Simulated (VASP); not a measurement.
# GaSb (zincblende type) (F-43m) in VASP: settings compared

Aim: see how the results for GaSb (zincblende type) move with the level of theory and the settings. Levels: r2SCAN, PBE. Tasks: electric field gradients.

Program: VASP 6.6.1. These are calculated values, not measurements. Logs are shortened: lines on timing, memory, paths and dates and some standing lists are left out, and cuts for length are marked.

## (1) The cell of the first run

Symmetry: F-43m, No. 216, cubic system. Conventional cell: a = 6.216 Å, b = 6.216 Å, c = 6.216 Å, α = 90.00°, β = 90.00°, γ = 90.00°. Ga (site symmetry -43m) has 4 Sb at 2.69 Å within 3.5 Å. Sb (site symmetry -43m) has 4 Ga at 2.69 Å within 3.5 Å.

## (2) Electric field gradients, r2SCAN

POSCAR reads:

```
GaSb
1.0
    0.0000000000      3.1080583506      3.1080583506
    3.1080583506      0.0000000000      3.1080583506
    3.1080583506      3.1080583506      0.0000000000
Ga Sb
1 1
Direct
    0.0000000000      0.0000000000      0.0000000000
    0.2500000000      0.2500000000      0.2500000000
```

INCAR.step1 reads:

```
PREC = Accurate
ENCUT = 520
ISMEAR = -1
SIGMA = 0.08
LREAL = F
LASPH = T
NELM = 100
NBANDS = 16
GGA = PE
ALGO = Normal
EDIFF = 1E-4
LWAVE = T
LCHARG = F
```

INCAR.step2 reads:

```
PREC = Accurate
ENCUT = 520
EDIFF = 1E-8
ISMEAR = -1
SIGMA = 0.08
LREAL = F
LASPH = T
NELM = 100
ALGO = Normal
ISIF = 2
LWAVE = F
LCHARG = F
METAGGA = R2SCAN
LMIXTAU = T
LEFG = T
NBANDS = 16
ISTART = 1
```

KPOINTS reads:

```
Automatic mesh
0
Gamma
  9 9 9
```

Potentials or basis: VASP PAW PBE potentials, release 64 (Ga_d, Sb).

Started as:

```console
$ cat potpaw_PBE.64/Ga_d/POTCAR potpaw_PBE.64/Sb/POTCAR > POTCAR
$ cp INCAR.step1 INCAR
$ mpirun -np 1 vasp_std > vasp.out
$ cp INCAR.step2 INCAR
$ mpirun -np 1 vasp_std > vasp.out
```

OUTCAR:

```text
PREC = Accurate
   ENCUT = 520
   EDIFF = 1E-8
   ISMEAR = -1
   LREAL = F
   LASPH = T
   NELM = 100
   ISIF = 2
   METAGGA = R2SCAN
   ISTART = 1

 ion  position               nearest neighbor table
   1  0.000  0.000  0.000-   2 2.69   2 2.69   2 2.69   2 2.69
   2  0.250  0.250  0.250-   1 2.69   1 2.69   1 2.69   1 2.69

  LATTYP: Found a face centered cubic cell.
 ALAT       =     6.2161167012

  Lattice vectors:

 A1 = (   0.0000000000,   3.1080583506,   3.1080583506)
 A2 = (   3.1080583506,   0.0000000000,   3.1080583506)
 A3 = (   3.1080583506,   3.1080583506,   0.0000000000)

Analysis of symmetry for initial positions (statically):
=====================================================================
 Subroutine PRICEL returns:
 Original cell was already a primitive cell.

 Routine SETGRP: Setting up the symmetry group for a
 face centered cubic supercell.

 Subroutine GETGRP returns: Found 24 space group operations
 (whereof 24 operations were pure point group operations)
 out of a pool of 48 trial point group operations.

The static configuration has the point symmetry T_d .

Analysis of symmetry for dynamics (positions and initial velocities):
=====================================================================
 Subroutine PRICEL returns:
 Original cell was already a primitive cell.

 Routine SETGRP: Setting up the symmetry group for a
 face centered cubic supercell.

 Subroutine GETGRP returns: Found 24 space group operations
 (whereof 24 operations were pure point group operations)
 out of a pool of 48 trial point group operations.

The dynamic configuration has the point symmetry T_d .

 Subroutine INISYM returns: Found 24 space group operations
 (whereof 24 operations are pure point group operations),
 and found     1 'primitive' translations

----------------------------------------------------------------------------------------

                                     Primitive cell

  volume of cell :      60.0479

  direct lattice vectors                    reciprocal lattice vectors
     0.000000000  3.108058351  3.108058351    -0.160872141  0.160872141  0.160872141
     3.108058351  0.000000000  3.108058351     0.160872141 -0.160872141  0.160872141
     3.108058351  3.108058351  0.000000000     0.160872141  0.160872141 -0.160872141

  length of vectors
     4.395458272  4.395458272  4.395458272     0.278638721  0.278638721  0.278638721

  position of ions in fractional coordinates (direct lattice)
     0.000000000  0.000000000  0.000000000
     0.250000000  0.250000000  0.250000000

  ion indices of the primitive-cell ions
   primitive index   ion index
                 1           1
                 2           2

----------------------------------------------------------------------------------------

 KPOINTS: Automatic mesh

Automatic generation of k-mesh.
 Grid dimensions read from file:
 generate k-points for:    9    9    9

 Generating k-lattice:

  Cartesian coordinates                     Fractional coordinates (reciprocal lattice)
    -0.017874682  0.017874682  0.017874682     0.111111111  0.000000000  0.000000000
     0.017874682 -0.017874682  0.017874682     0.000000000  0.111111111  0.000000000
     0.017874682  0.017874682 -0.017874682     0.000000000  0.000000000  0.111111111

  Length of vectors
     0.030959858  0.030959858  0.030959858

  Shift w.r.t. Gamma in fractional coordinates (k-lattice)
     0.000000000  0.000000000  0.000000000

 Subroutine IBZKPT returns following result:
 ===========================================

 Found     35 irreducible k-points:

 Following reciprocal coordinates:
            Coordinates               Weight
  0.000000  0.000000  0.000000      1.000000
  0.111111  0.000000  0.000000      8.000000
  0.222222  0.000000  0.000000      8.000000
  0.333333  0.000000  0.000000      8.000000
  0.444444  0.000000  0.000000      8.000000
  0.111111  0.111111  0.000000      6.000000
[... 16 lines left out ...]
 -0.333333  0.333333  0.000000     12.000000
  0.444444  0.444444  0.000000      6.000000
 [... further k-points ...]
   k-points           NKPTS =     35   k-points in BZ     NKDIM =     35   number of bands    NBANDS=     16
   number of dos      NEDOS =    301   number of ions     NIONS =      2
   total plane-waves  NPLWV =  46656
   dimension x,y,z NGX =    36 NGY =   36 NGZ =   36
   dimension x,y,z NGXF=    72 NGYF=   72 NGZF=   72
   ions per type =               1   1
   NGX,Y,Z   is equivalent  to a cutoff of  13.62, 13.62, 13.62 a.u.
   NGXF,Y,Z  is equivalent  to a cutoff of  27.23, 27.23, 27.23 a.u.
 SYSTEM =  unknown system
   PREC   = accura    normal or accurate (medium, high low for compatibility)
   ISTART =      1    job   : 0-new  1-cont  2-samecut
   ICHARG =      0    charge: 1-file 2-atom 10-const
   ISPIN  =      1    spin polarized calculation?
   LNONCOLLINEAR =      F non collinear calculations
   LSORBIT =      F    spin-orbit coupling
   LASPH  =      T    aspherical Exc in radial PAW
   ENCUT  =  520.0 eV  38.22 Ry    6.18 a.u.   8.17  8.17  8.17*2*pi/ulx,y,z
   NELM   =    100;   NELMIN=  2; NELMDL=  0     # of ELM steps
   EDIFF  = 0.1E-07   stopping-criterion for ELM
   LREAL  =      F    real-space projection
   EDIFFG = 0.1E-06   stopping-criterion for IOM
   NSW    =      0    number of steps for IOM
   IBRION =     -1    ionic relax: 0-MD 1-quasi-New 2-CG
   NFREE  =      0    steps in history (QN), initial steepest desc. (CG)
   ISIF   =      2    stress and relaxation
   ISYM   =      2    0-nonsym 1-usesym 2-fastsym
   POTIM  = 0.5000    time-step for ionic-motion
   TEBEG  =    0.0;   TEEND  =   0.0 temperature during run
   PSTRESS=    0.0 pullay stress
   NELECT =      18.0000    total number of electrons
   NUPDOWN=      -1.0000    fix difference up-down
   EMIN   =  10.00;   EMAX   =-10.00  energy-range for DOS
   EFERMI =   0.00;   METHOD = LEGACY
   ISMEAR =    -1;   SIGMA  =   0.08  broadening in eV -4-tet -1-fermi 0-gaus
   EFERMI_NEDOS =   21; number of points for ismear=-14 and -15
   IALGO  =     38    algorithm
   IMIX   =      4    mixing-type and parameters
     AMIX     =   0.40;   BMIX     =  1.00
     AMIX_MAG =   1.60;   BMIX_MAG =  1.00
  volume/ion in A,a.u.               =      30.02       202.61
  Fermi-wavevector in a.u.,A,eV,Ry     =   1.095637  2.070453 16.332698  1.200419
  Thomas-Fermi vector in A             =   2.231964
   LORBIT       =      0    0 simple, 1 ext, 2 COOP (PROOUT), +10 PAW based schemes
   METAGGA = R2SCAN    functional components
   LHFCALC =     F    Hartree Fock is set to
   AEXX    =    0.0000 exact exchange contribution
   IVDW    =     0    specifies the selected vdW correction
   LEPSILON=     F    determine dielectric tensor
   LRPA    =     F    only Hartree local field effects (RPA)
 non-spin polarized calculation
  energy-cutoff  :      520.00
  volume of cell :       60.05
 maximum number of plane-waves:      1639
 NGX is ok and might be reduce to    36
   NGX = 17   NGY = 17   NGZ = 17

 number of electron      17.9999991 magnetization

 Free energy of the ion-electron system (eV)
  ---------------------------------------------------
  ext. energy  EPLUGINS =         0.00000000
  ---------------------------------------------------
  free energy    TOTEN  =       -37.58968800 eV

  energy without entropy =      -37.58886061  energy(sigma->0) =      -37.58927430

 E-fermi :   4.3547     XC(G=0):  -9.5021

 val. band max:        4.2971014483   @ k =   0.0000   0.0000   0.0000
 cond. band min:       4.8012146746   @ k =   0.4444   0.0000   0.0000
 fundamental gap:      0.5041132264
 Fermi energy:         4.3547051797

 k-point     1 :       0.0000    0.0000    0.0000
  band No.  band energies     occupation
      1     -11.2057      2.00000
      2     -11.2057      2.00000
      3     -11.2057      2.00000
      4     -11.1561      2.00000
      5     -11.1561      2.00000
      6      -7.3930      2.00000
[... 8 lines left out ...]
     15      13.1393      0.00000
     16      13.1393      0.00000
[... 419 lines left out ...]
 k-point    24 :       0.4444    0.4444    0.0000
  band No.  band energies     occupation
      1     -11.2452      2.00000
      2     -11.1839      2.00000
      3     -11.1839      2.00000
      4     -11.1661      2.00000
      5     -11.1521      2.00000
      6      -5.1503      2.00000
[... 8 lines left out ...]
     15      15.6976      0.00000
     16      15.7354      0.00000

 [... further k-points ...]

------------------------ aborting loop because EDIFF is reached ----------------------------------------

  FORCE on cell =-STRESS in cart. coord.  units (eV):
  Direction    XX          YY          ZZ          XY          YZ          ZX
  --------------------------------------------------------------------------------------
  -------------------------------------------------------------------------------------
  Total       -0.7038977     -0.7038977     -0.7038977     -0.0000000     -0.0000000      0.0000000
  in kB      -18.7811703    -18.7811703    -18.7811703     -0.0000000     -0.0000000      0.0000000
  external PRESSURE =     -18.7811703 kB  Pullay stress =       0.0000000 kB

 VOLUME and BASIS-vectors are now :
 -----------------------------------------------------------------------------
  energy-cutoff  :      520.00
  volume of cell :       60.05
      direct lattice vectors                 reciprocal lattice vectors
     0.000000000  3.108058351  3.108058351    -0.160872141  0.160872141  0.160872141
     3.108058351  0.000000000  3.108058351     0.160872141 -0.160872141  0.160872141
     3.108058351  3.108058351  0.000000000     0.160872141  0.160872141 -0.160872141

 POSITION                                       TOTAL-FORCE (eV/Angst)
 -----------------------------------------------------------------------------------
      0.00000      0.00000      0.00000         0.000000      0.000000      0.000000
      1.55403      1.55403      1.55403        -0.000000     -0.000000     -0.000000
 -----------------------------------------------------------------------------------
    total drift:                                0.000007      0.000007      0.000007

  FREE ENERGIE OF THE ION-ELECTRON SYSTEM (eV)
  ---------------------------------------------------
  free  energy   TOTEN  =       -37.5896879998 eV

  energy  without entropy=      -37.5888606057  energy(sigma->0) =      -37.58927430

 Electric field gradients (V/A^2)
---------------------------------------------------------------------
 ion       V_xx      V_yy      V_zz      V_xy      V_xz      V_yz
---------------------------------------------------------------------
   1       0.000    -0.000     0.000     0.002     0.002     0.002
   2      -0.000    -0.000     0.000     0.000     0.000     0.000
---------------------------------------------------------------------

 Electric field gradients after diagonalization (V/A^2)
 (convention: |V_zz| > |V_xx| > |V_yy|)
----------------------------------------------------------------------
 ion       V_xx      V_yy      V_zz     asymmetry (V_yy - V_xx)/ V_zz
----------------------------------------------------------------------
   1      -0.002    -0.002     0.004       0.000
   2      -0.000    -0.000     0.000       0.000
----------------------------------------------------------------------

           NMR quadrupolar parameters

 Cq : quadrupolar parameter    Cq=e*Q*V_zz/h
 eta: asymmetry parameters     (V_yy - V_xx)/ V_zz
 Q  : nuclear electric quadrupole moment in mb (millibarn)
----------------------------------------------------------------------
 ion       Cq(MHz)       eta       Q (mb)
----------------------------------------------------------------------
   1       0.000       0.000       1.000
   2       0.000       0.000       1.000
----------------------------------------------------------------------
```

It took 7.1 min on 1 thread of AMD EPYC 7R13, shared host; peak memory 0.2 GiB.

Results:

| Property | Result |
| --- | --- |
| Free energy | -37.5897 eV |
| Pressure | -1.9 GPa |

Caveat: without QUAD_EFG the Cq values of the log hold for a quadrupole moment of 1 mb, not for the nuclei; the PAW data sets were made with another functional, which shifts forces and pressure a little; spin-orbit coupling is left out, which moves the levels of the heavy elements.

(Continued in part 2 of 2.)
